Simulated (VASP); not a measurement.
# Er: single point with PBE

The system is Er.

```
CELL_PARAMETERS angstrom
0.00000 2.51248 2.51248
2.51248 0.00000 2.51248
2.51248 2.51248 0.00000
ATOMIC_POSITIONS crystal
Er 0.00000 0.00000 0.00000
```

This cell differs from its parent crystal: volume scaled by 1.04.

* Program: VASP 6.6.1
* Task: single point
* Functional: PBE
* Potentials or basis: VASP PAW PBE potentials, release 64 (Er)
* Cutoff: 520 eV
* k mesh: 9 × 9 × 9
* Occupations: fermi-dirac, width 0.05 eV
* Spin: collinear spin, ferromagnetic start
* Starting moments: [3.0] μB
* Dipole correction: no
* Further INCAR settings: ALGO = Normal; EDIFF = 1e-06; NBANDS = 21

```json
{"Pressure": "1.6 GPa", "Net moment": "2.42 μB per cell", "Site moments": "Er +2.42 μB", "Valence electrons inside the program's atomic spheres": "Er 19.65"}
```

Levels at points of the mesh, in eV from the Fermi level:
Spin up:
```
           k point  band 10  band 11  band 12  band 13  band 14  band 15
(0.00, 0.00, 0.00)    -1.77    -1.77    -1.77     2.53     2.53     2.53
```
Spin down:
```
           k point  band 6  band 7  band 8  band 9  band 10  band 11  band 12  band 13  band 14  band 15
(0.00, 0.00, 0.00)   -0.60   -0.60   -0.60   -0.06    -0.06    -0.06     0.20     2.74     2.74     2.74
```

It took 49 s on 1 thread of Intel(R) Xeon(R) 6975P-C (Granite Rapids), with other jobs on the host, peak memory 0.2 GiB.

Caveat: the magnetic or orbital state may not be the lowest; spin-orbit coupling is left out, which moves the levels of the heavy elements. The state reached can hang on the start; a lower one may exist.
